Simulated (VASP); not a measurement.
# PbS (Fm-3m) in VASP: notebook

The runs below take PbS through single point, relaxation of cell and atoms, with PBE, LDA, r2SCAN, PBE+D3(BJ), r2SCAN+rVV10.

Everything below comes from runs of VASP 6.6.1. Logs are shortened: lines on timing, memory, paths and dates and some standing lists are left out, and cuts for length are marked.

## (1) The cell of the first run

The structure is cubic, space group Fm-3m (No. 225). Conventional cell: a = 5.941 Å, b = 5.941 Å, c = 5.941 Å, α = 90.00°, β = 90.00°, γ = 90.00°. Within 3.9 Å of Pb (site symmetry m-3m) lie 6 S at 2.97 Å. S (site symmetry m-3m) has 6 Pb at 2.97 Å within 3.9 Å.

## (2) Single point, PBE

The input, INCAR:

```
SYSTEM = PbS
ALGO = Normal
EDIFF = 1E-7
ENCUT = 520
GGA = PE
ISIF = 2
ISMEAR = -1
LASPH = .TRUE.
LCHARG = .FALSE.
LREAL = .FALSE.
LWAVE = .FALSE.
NBANDS = 17
NELM = 100
PREC = Accurate
SIGMA = 0.02
```

The input, KPOINTS:

```
k-points
0
G
  8 8 8
  0 0 0
```

The input, POSCAR:

```
PbS
1.0
    0.0000000000      2.9705684010      2.9705684010
    2.9705684010      0.0000000000      2.9705684010
    2.9705684010      2.9705684010      0.0000000000
Pb S
1 1
Direct
    0.0000000000      0.0000000000      0.0000000000
    0.5000000000      0.5000000000      0.5000000000
```

Potentials or basis: VASP PAW PBE potentials, release 64 (Pb_d, S).

The run is started by

```bash
> cat potpaw_PBE.64/Pb_d/POTCAR potpaw_PBE.64/S/POTCAR > POTCAR
> mpirun -np 1 vasp_std > vasp.out
```

OUTCAR:

```text
SYSTEM = PbS
   EDIFF = 1E-7
   ENCUT = 520
   GGA = PE
   ISIF = 2
   ISMEAR = -1
   LASPH = .TRUE.
   LREAL = .FALSE.
   NELM = 100
   PREC = Accurate

 ion  position               nearest neighbor table
   1  0.000  0.000  0.000-   2 2.97   2 2.97   2 2.97   2 2.97   2 2.97   2 2.97
   2  0.500  0.500  0.500-   1 2.97   1 2.97   1 2.97   1 2.97   1 2.97   1 2.97

  LATTYP: Found a face centered cubic cell.
 ALAT       =     5.9411368020

  Lattice vectors:

 A1 = (   0.0000000000,   2.9705684010,   2.9705684010)
 A2 = (   2.9705684010,   0.0000000000,   2.9705684010)
 A3 = (   2.9705684010,   2.9705684010,   0.0000000000)

Analysis of symmetry for initial positions (statically):
=====================================================================
 Subroutine PRICEL returns:
 Original cell was already a primitive cell.

 Routine SETGRP: Setting up the symmetry group for a
 face centered cubic supercell.

 Subroutine GETGRP returns: Found 48 space group operations
 (whereof 48 operations were pure point group operations)
 out of a pool of 48 trial point group operations.

The static configuration has the point symmetry O_h .

Analysis of symmetry for dynamics (positions and initial velocities):
=====================================================================
 Subroutine PRICEL returns:
 Original cell was already a primitive cell.

 Routine SETGRP: Setting up the symmetry group for a
 face centered cubic supercell.

 Subroutine GETGRP returns: Found 48 space group operations
 (whereof 48 operations were pure point group operations)
 out of a pool of 48 trial point group operations.

The dynamic configuration has the point symmetry O_h .

 Subroutine INISYM returns: Found 48 space group operations
 (whereof 48 operations are pure point group operations),
 and found     1 'primitive' translations

----------------------------------------------------------------------------------------

                                     Primitive cell

  volume of cell :      52.4262

  direct lattice vectors                    reciprocal lattice vectors
     0.000000000  2.970568401  2.970568401    -0.168317956  0.168317956  0.168317956
     2.970568401  0.000000000  2.970568401     0.168317956 -0.168317956  0.168317956
     2.970568401  2.970568401  0.000000000     0.168317956  0.168317956 -0.168317956

  length of vectors
     4.201018121  4.201018121  4.201018121     0.291535251  0.291535251  0.291535251

  position of ions in fractional coordinates (direct lattice)
     0.000000000  0.000000000  0.000000000
     0.500000000  0.500000000  0.500000000

  ion indices of the primitive-cell ions
   primitive index   ion index
                 1           1
                 2           2

----------------------------------------------------------------------------------------

 KPOINTS: k-points

Automatic generation of k-mesh.
 Grid dimensions read from file:
 generate k-points for:    8    8    8

 Generating k-lattice:

  Cartesian coordinates                     Fractional coordinates (reciprocal lattice)
    -0.021039744  0.021039744  0.021039744     0.125000000  0.000000000  0.000000000
     0.021039744 -0.021039744  0.021039744     0.000000000  0.125000000  0.000000000
     0.021039744  0.021039744 -0.021039744     0.000000000  0.000000000  0.125000000

  Length of vectors
     0.036441906  0.036441906  0.036441906

  Shift w.r.t. Gamma in fractional coordinates (k-lattice)
     0.000000000  0.000000000  0.000000000

 Subroutine IBZKPT returns following result:
 ===========================================

 Found     29 irreducible k-points:

 Following reciprocal coordinates:
            Coordinates               Weight
  0.000000  0.000000  0.000000      1.000000
  0.125000  0.000000  0.000000      8.000000
  0.250000  0.000000  0.000000      8.000000
  0.375000  0.000000  0.000000      8.000000
  0.500000  0.000000  0.000000      4.000000
  0.125000  0.125000  0.000000      6.000000
[... 16 lines left out ...]
  0.500000  0.250000  0.125000     48.000000
 -0.375000  0.250000  0.125000     24.000000
 [... further k-points ...]
   k-points           NKPTS =     29   k-points in BZ     NKDIM =     29   number of bands    NBANDS=     17
   number of dos      NEDOS =    301   number of ions     NIONS =      2
   total plane-waves  NPLWV =  32768
   dimension x,y,z NGX =    32 NGY =   32 NGZ =   32
   dimension x,y,z NGXF=    64 NGYF=   64 NGZF=   64
   ions per type =               1   1
   NGX,Y,Z   is equivalent  to a cutoff of  12.66, 12.66, 12.66 a.u.
   NGXF,Y,Z  is equivalent  to a cutoff of  25.33, 25.33, 25.33 a.u.
 SYSTEM =  PbS
   PREC   = accura    normal or accurate (medium, high low for compatibility)
   ISTART =      0    job   : 0-new  1-cont  2-samecut
   ICHARG =      2    charge: 1-file 2-atom 10-const
   ISPIN  =      1    spin polarized calculation?
   LNONCOLLINEAR =      F non collinear calculations
   LSORBIT =      F    spin-orbit coupling
   LASPH  =      T    aspherical Exc in radial PAW
   ENCUT  =  520.0 eV  38.22 Ry    6.18 a.u.   7.81  7.81  7.81*2*pi/ulx,y,z
   NELM   =    100;   NELMIN=  2; NELMDL= -5     # of ELM steps
   EDIFF  = 0.1E-06   stopping-criterion for ELM
   LREAL  =      F    real-space projection
   EDIFFG = 0.1E-05   stopping-criterion for IOM
   NSW    =      0    number of steps for IOM
   IBRION =     -1    ionic relax: 0-MD 1-quasi-New 2-CG
   NFREE  =      0    steps in history (QN), initial steepest desc. (CG)
   ISIF   =      2    stress and relaxation
   ISYM   =      2    0-nonsym 1-usesym 2-fastsym
   POTIM  = 0.5000    time-step for ionic-motion
   TEBEG  =    0.0;   TEEND  =   0.0 temperature during run
   PSTRESS=    0.0 pullay stress
   NELECT =      20.0000    total number of electrons
   NUPDOWN=      -1.0000    fix difference up-down
   EMIN   =  10.00;   EMAX   =-10.00  energy-range for DOS
   EFERMI =   0.00;   METHOD = LEGACY
   ISMEAR =    -1;   SIGMA  =   0.02  broadening in eV -4-tet -1-fermi 0-gaus
   EFERMI_NEDOS =   21; number of points for ismear=-14 and -15
   IALGO  =     38    algorithm
   IMIX   =      4    mixing-type and parameters
     AMIX     =   0.40;   BMIX     =  1.00
     AMIX_MAG =   1.60;   BMIX_MAG =  1.00
  volume/ion in A,a.u.               =      26.21       176.89
  Fermi-wavevector in a.u.,A,eV,Ry     =   1.187322  2.243714 19.180597  1.409734
  Thomas-Fermi vector in A             =   2.323476
   LORBIT       =      0    0 simple, 1 ext, 2 COOP (PROOUT), +10 PAW based schemes
   GGA     = PE    functional components
   LHFCALC =     F    Hartree Fock is set to
   AEXX    =    0.0000 exact exchange contribution
   IVDW    =     0    specifies the selected vdW correction
   LEPSILON=     F    determine dielectric tensor
   LRPA    =     F    only Hartree local field effects (RPA)
 non-spin polarized calculation
  energy-cutoff  :      520.00
  volume of cell :       52.43
 maximum number of plane-waves:      1428
   NGX = 15   NGY = 15   NGZ = 15

 number of electron      19.9999999 magnetization

 Free energy of the ion-electron system (eV)
  ---------------------------------------------------
  ext. energy  EPLUGINS =         0.00000000
  ---------------------------------------------------
  free energy    TOTEN  =        -8.75933726 eV

  energy without entropy =       -8.75933679  energy(sigma->0) =       -8.75933703

 E-fermi :   5.9443     XC(G=0):  -9.6595

 val. band max:        5.7532945838   @ k =   0.5000   0.0000   0.0000
 cond. band min:       6.1353913352   @ k =   0.5000   0.0000   0.0000
 fundamental gap:      0.3820967514
 Fermi energy:         5.9443432473

 k-point     1 :       0.0000    0.0000    0.0000
  band No.  band energies     occupation
      1     -11.0580      2.00000
      2     -11.0580      2.00000
      3     -11.0580      2.00000
      4     -11.0414      2.00000
      5     -11.0414      2.00000
      6      -7.7952      2.00000
[... 9 lines left out ...]
     16      12.5014      0.00000
     17      14.4310      0.00000

 k-point     2 :       0.1250    0.0000    0.0000
  band No.  band energies     occupation
      1     -11.0573      2.00000
      2     -11.0550      2.00000
      3     -11.0550      2.00000
      4     -11.0422      2.00000
      5     -11.0422      2.00000
      6      -7.6631      2.00000
[... 9 lines left out ...]
     16      12.8699      0.00000
     17      15.6204      0.00000

 k-point     3 :       0.2500    0.0000    0.0000
  band No.  band energies     occupation
      1     -11.0607      2.00000
      2     -11.0607      2.00000
      3     -11.0558      2.00000
      4     -11.0312      2.00000
      5     -11.0312      2.00000
      6      -7.2965      2.00000
[... 9 lines left out ...]
     16      13.7184      0.00000
     17      17.6296      0.00000

 k-point     4 :       0.3750    0.0000    0.0000
  band No.  band energies     occupation
      1     -11.0705      2.00000
      2     -11.0705      2.00000
      3     -11.0550      2.00000
      4     -11.0161      2.00000
      5     -11.0161      2.00000
      6      -6.8213      2.00000
[... 9 lines left out ...]
     16      14.9423      0.00000
     17      17.5334      0.00000

 k-point     5 :       0.5000    0.0000    0.0000
  band No.  band energies     occupation
      1     -11.0746      2.00000
      2     -11.0746      2.00000
      3     -11.0547      2.00000
      4     -11.0097      2.00000
      5     -11.0097      2.00000
      6      -6.5658      2.00000
[... 9 lines left out ...]
     16      15.8889      0.00000
     17      16.2958      0.00000

 k-point     6 :       0.1250    0.1250    0.0000
  band No.  band energies     occupation
      1     -11.0616      2.00000
      2     -11.0534      2.00000
      3     -11.0496      2.00000
      4     -11.0496      2.00000
      5     -11.0377      2.00000
      6      -7.6169      2.00000
[... 9 lines left out ...]
     16      13.6381      0.00000
     17      15.0759      0.00000

 k-point     7 :       0.2500    0.1250    0.0000
  band No.  band energies     occupation
      1     -11.0696      2.00000
      2     -11.0613      2.00000
      3     -11.0484      2.00000
      4     -11.0395      2.00000
      5     -11.0280      2.00000
      6      -7.3230      2.00000
[... 9 lines left out ...]
     16      14.4437      0.00000
     17      16.3072      0.00000

 k-point     8 :       0.3750    0.1250    0.0000
  band No.  band energies     occupation
      1     -11.0836      2.00000
      2     -11.0572      2.00000
      3     -11.0560      2.00000
      4     -11.0286      2.00000
      5     -11.0137      2.00000
      6      -6.8718      2.00000
[... 9 lines left out ...]
     16      15.5046      0.00000
     17      17.4780      0.00000
[... 203 lines left out ...]
      1     -11.1733      2.00000
      2     -11.0760      2.00000
      3     -11.0230      2.00000
      4     -11.0050      2.00000
      5     -11.0015      2.00000
      6      -6.2145      2.00000
[... 9 lines left out ...]
     16      17.3147      0.00000
     17      17.5137      0.00000

 k-point    20 :      -0.3750    0.3750    0.0000
  band No.  band energies     occupation
      1     -11.1530      2.00000
      2     -11.0610      2.00000
      3     -11.0343      2.00000
      4     -11.0150      2.00000
      5     -11.0062      2.00000
      6      -6.1505      2.00000
[... 9 lines left out ...]
     16      16.6778      0.00000
     17      18.3466      0.00000

 k-point    21 :       0.5000    0.5000    0.0000
  band No.  band energies     occupation
      1     -11.1921      2.00000
      2     -11.0829      2.00000
      3     -11.0161      2.00000
      4     -10.9982      2.00000
      5     -10.9982      2.00000
      6      -6.1429      2.00000
[... 9 lines left out ...]
     16      18.0246      0.00000
     17      18.0312      0.00000

 k-point    22 :       0.3750    0.2500    0.1250
  band No.  band energies     occupation
      1     -11.0887      2.00000
      2     -11.0615      2.00000
      3     -11.0478      2.00000
      4     -11.0295      2.00000
      5     -11.0201      2.00000
      6      -6.9794      2.00000
[... 9 lines left out ...]
     16      15.6248      0.00000
     17      15.9446      0.00000

 k-point    23 :       0.5000    0.2500    0.1250
  band No.  band energies     occupation
      1     -11.1036      2.00000
      2     -11.0561      2.00000
      3     -11.0503      2.00000
      4     -11.0245      2.00000
      5     -11.0133      2.00000
      6      -6.5569      2.00000
[... 9 lines left out ...]
     16      16.0384      0.00000
     17      17.0468      0.00000

 k-point    24 :      -0.3750    0.2500    0.1250
  band No.  band energies     occupation
      1     -11.1092      2.00000
      2     -11.0586      2.00000
      3     -11.0421      2.00000
      4     -11.0294      2.00000
      5     -11.0088      2.00000
      6      -6.3435      2.00000
[... 9 lines left out ...]
     16      16.6759      0.00000
     17      16.9308      0.00000

 [... further k-points ...]

------------------------ aborting loop because EDIFF is reached ----------------------------------------

  FORCE on cell =-STRESS in cart. coord.  units (eV):
  Direction    XX          YY          ZZ          XY          YZ          ZX
  --------------------------------------------------------------------------------------
  -------------------------------------------------------------------------------------
  Total        0.6084438      0.6084438      0.6084438      0.0000000      0.0000000     -0.0000000
  in kB       18.5944106     18.5944106     18.5944106      0.0000000      0.0000000     -0.0000000
  external PRESSURE =      18.5944106 kB  Pullay stress =       0.0000000 kB

 VOLUME and BASIS-vectors are now :
 -----------------------------------------------------------------------------
  energy-cutoff  :      520.00
  volume of cell :       52.43
      direct lattice vectors                 reciprocal lattice vectors
     0.000000000  2.970568401  2.970568401    -0.168317956  0.168317956  0.168317956
     2.970568401  0.000000000  2.970568401     0.168317956 -0.168317956  0.168317956
     2.970568401  2.970568401  0.000000000     0.168317956  0.168317956 -0.168317956

 POSITION                                       TOTAL-FORCE (eV/Angst)
 -----------------------------------------------------------------------------------
      0.00000      0.00000      0.00000        -0.000000      0.000000     -0.000000
      2.97057      2.97057      2.97057         0.000000     -0.000000      0.000000
 -----------------------------------------------------------------------------------
    total drift:                                0.000000     -0.000000     -0.000000

  FREE ENERGIE OF THE ION-ELECTRON SYSTEM (eV)
  ---------------------------------------------------
  free  energy   TOTEN  =        -8.7593372604 eV

  energy  without entropy=       -8.7593367919  energy(sigma->0) =       -8.75933703
```

Run time: 11 s. Hardware: 1 thread of Intel Xeon Platinum 8559C (Emerald Rapids), shared host; peak memory 0.18 GiB.

What came out:

| Item | Value |
| --- | --- |
| Free energy | -8.7593 eV |
| Pressure | 1.9 GPa |
| Band gap on the k mesh | 0.38 eV |

Levels at points of the mesh, in eV from the valence-band top:
```csv
k point,band 6,band 7,band 8,band 9,band 10,band 11,band 12,band 13,band 14,band 15
"(0.00, 0.00, 0.00)",-13.55,-6.04,-2.14,-2.14,-2.14,5.20,5.20,5.20,6.75,6.75
"(0.50, 0.00, 0.00)",-12.32,-8.81,-1.76,-1.76,0.00,0.38,1.98,1.98,8.66,10.14
"(0.50, 0.50, 0.00)",-11.90,-7.19,-5.15,-3.41,-3.41,3.89,5.56,5.67,5.67,11.17
```

Caveat: spin-orbit coupling is left out, which moves the levels of the heavy elements.

## (3) Single point, LDA

The input, INCAR:

```
ALGO = Normal
EDIFF = 1E-6
ENCUT = 520
GGA = CA
ISIF = 2
ISMEAR = 0
LASPH = T
LCHARG = F
LREAL = F
LWAVE = F
NBANDS = 17
NELM = 80
PREC = Accurate
SIGMA = 0.01
```

The input, KPOINTS:

```
k-points
0
Gamma
  8 8 8
```

POSCAR is that of step 2.

Potentials or basis: VASP PAW LDA potentials, release 64 (Pb_d, S).

The run is started by

```bash
> cat potpaw_LDA.64/Pb_d/POTCAR potpaw_LDA.64/S/POTCAR > POTCAR
> mpirun -np 1 vasp_std > vasp.out
```

OUTCAR:

```text
EDIFF = 1E-6
   ENCUT = 520
   GGA = CA
   ISIF = 2
   ISMEAR = 0
   LASPH = T
   LREAL = F
   NELM = 80
   PREC = Accurate

 ion  position               nearest neighbor table
   1  0.000  0.000  0.000-   2 2.97   2 2.97   2 2.97   2 2.97   2 2.97   2 2.97
   2  0.500  0.500  0.500-   1 2.97   1 2.97   1 2.97   1 2.97   1 2.97   1 2.97

  LATTYP: Found a face centered cubic cell.
 ALAT       =     5.9411368020

  Lattice vectors:

 A1 = (   0.0000000000,   2.9705684010,   2.9705684010)
 A2 = (   2.9705684010,   0.0000000000,   2.9705684010)
 A3 = (   2.9705684010,   2.9705684010,   0.0000000000)

Analysis of symmetry for initial positions (statically):
=====================================================================
 Subroutine PRICEL returns:
 Original cell was already a primitive cell.

 Routine SETGRP: Setting up the symmetry group for a
 face centered cubic supercell.

 Subroutine GETGRP returns: Found 48 space group operations
 (whereof 48 operations were pure point group operations)
 out of a pool of 48 trial point group operations.

The static configuration has the point symmetry O_h .

Analysis of symmetry for dynamics (positions and initial velocities):
[... 160 lines left out ...]

 val. band max:        5.5278403836   @ k =   0.5000   0.0000   0.0000
 cond. band min:       5.7516549792   @ k =   0.5000   0.0000   0.0000
 fundamental gap:      0.2238145956
 Fermi energy:         5.6408089789

 k-point     1 :       0.0000    0.0000    0.0000
  band No.  band energies     occupation
      1     -11.2352      2.00000
      2     -11.2352      2.00000
      3     -11.2352      2.00000
      4     -11.2260      2.00000
      5     -11.2260      2.00000
      6      -7.9950      2.00000
[... 457 lines left out ...]
      4     -11.2061      2.00000
      5     -11.1852      2.00000
      6      -6.4898      2.00000
[... 9 lines left out ...]
     16      16.3992      0.00000
     17      16.5782      0.00000

 [... further k-points ...]

------------------------ aborting loop because EDIFF is reached ----------------------------------------

  FORCE on cell =-STRESS in cart. coord.  units (eV):
  Direction    XX          YY          ZZ          XY          YZ          ZX
  --------------------------------------------------------------------------------------
  -------------------------------------------------------------------------------------
  Total       -0.9186980     -0.9186980     -0.9186980     -0.0000000     -0.0000000      0.0000000
  in kB      -28.0759636    -28.0759636    -28.0759636     -0.0000000     -0.0000000      0.0000000
  external PRESSURE =     -28.0759636 kB  Pullay stress =       0.0000000 kB

 VOLUME and BASIS-vectors are now :
 -----------------------------------------------------------------------------
  energy-cutoff  :      520.00
  volume of cell :       52.43
      direct lattice vectors                 reciprocal lattice vectors
     0.000000000  2.970568401  2.970568401    -0.168317956  0.168317956  0.168317956
     2.970568401  0.000000000  2.970568401     0.168317956 -0.168317956  0.168317956
     2.970568401  2.970568401  0.000000000     0.168317956  0.168317956 -0.168317956

 POSITION                                       TOTAL-FORCE (eV/Angst)
 -----------------------------------------------------------------------------------
      0.00000      0.00000      0.00000         0.000000     -0.000000      0.000000
      2.97057      2.97057      2.97057        -0.000000      0.000000     -0.000000
 -----------------------------------------------------------------------------------
    total drift:                                0.000000     -0.000000     -0.000000

  FREE ENERGIE OF THE ION-ELECTRON SYSTEM (eV)
  ---------------------------------------------------
  free  energy   TOTEN  =        -9.9780085010 eV

  energy  without entropy=       -9.9780085010  energy(sigma->0) =       -9.97800850
```

It took 8.7 s on 1 thread of Intel Xeon Platinum 8559C (Emerald Rapids), shared host; peak memory 0.16 GiB.

What came out:

| Item | Value |
| --- | --- |
| Free energy | -9.9780 eV |
| Pressure | -2.8 GPa |
| Band gap on the k mesh | 0.22 eV |

Levels at points of the mesh, in eV from the valence-band top:
```
           k point  band 8  band 9  band 10  band 11  band 12  band 13
(0.00, 0.00, 0.00)   -2.13   -2.13    -2.13     5.06     5.06     5.06
(0.50, 0.00, 0.00)   -1.73   -1.73     0.00     0.22     1.85     1.85
(0.50, 0.50, 0.00)   -5.21   -3.43    -3.43     3.75     5.45     5.55
```

Caveat: spin-orbit coupling is left out, which moves the levels of the heavy elements. A k mesh can miss the band edges.

[end of part 1 of 2]
